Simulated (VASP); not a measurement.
Ta: relaxation of cell and atoms with PBEsol

Ta:

```xyz
3
Lattice="4.6735 0.0000 0.0000 -2.3368 4.0474 0.0000 0.0000 0.0000 2.8649" Properties=species:S:1:pos:R:3 pbc="T T T"
Ta    0.0000    0.0000    0.0000
Ta    0.0000    2.6983    1.4324
Ta    2.3368    1.3491    1.4324
```

This isn't the form of Ta at room conditions, which is bcc.

| Quantity | Value |
| --- | --- |
| Program | VASP 6.6.1 |
| Task | relaxation of cell and atoms |
| Functional | PBEsol |
| Potentials or basis | VASP PAW PBE potentials, release 64 (Ta_pv) |
| Cutoff | 600 eV |
| k mesh | 8 × 8 × 11 |
| Occupations | fermi-dirac, width 0.1 eV |
| Spin | no spin polarisation |
| Dipole correction | no |
| Further INCAR settings | ALGO = Normal; EDIFF = 1e-06; IBRION = 2; EDIFFG = -0.01; NSW = 80; ISIF = 3 |

| Property | Result |
| --- | --- |
| Relaxed volume | 18.02 Å³/atom |
| Relaxed cell | a = 4.808 Å, b = 4.808 Å, c = 2.700 Å, α = 90.00°, β = 90.00°, γ = 120.00° |
| Space group after relaxing (to 0.1 Å) | P6/mmm (No. 191) |
| Energy gained by relaxing | 88.0 meV/atom |
| Ionic steps | 8 |
| Pressure after relaxing | 0.0 GPa |
| Band gap on the k mesh | zero (an odd number of electrons rules out a gap without spin polarisation) |

The path:
```csv
step,energy change (eV),largest force (eV/Å),pressure (GPa),volume (Å³)
1,0.0000,0.0000,-0.20,54.19
2,-0.1656,0.0000,2.48,53.69
3,-0.2638,0.0000,0.43,53.94
4,-0.2637,0.0000,0.39,53.95
5,-0.2633,0.0000,-0.78,54.27
6,-0.2638,0.0000,-0.02,54.06
7,-0.2639,0.0000,0.02,54.05
8,-0.2639,0.0000,0.03,54.05
```

Final structure:
```
Ta
1.0
     4.80784    0.00000    0.00000
    -2.40392    4.16371    0.00000
     0.00000    0.00000    2.70015
Ta
3
Direct
  0.00000 0.00000 0.00000
  0.33333 0.66667 0.50000
  0.66667 0.33333 0.50000
```

Levels at points of the mesh, in eV from the Fermi level:
```tsv
k point	band 14	band 15	band 16	band 17	band 18	band 19	band 20
(0.00, 0.00, 0.00)	-1.45	-1.44	-1.44	-0.71	1.00	1.00	3.34
(0.50, 0.00, 0.00)	-1.78	-1.62	-0.99	-0.68	0.90	2.15	3.57
```

Wall time 5 min on 1 thread of AMD EPYC 7R13 Processor (Zen 3), on a shared host, peak memory 0.21 GiB.

Caveat: the PAW data sets were made with another functional, which shifts forces and pressure a little; spin-orbit coupling is left out, which moves the levels of the heavy elements.
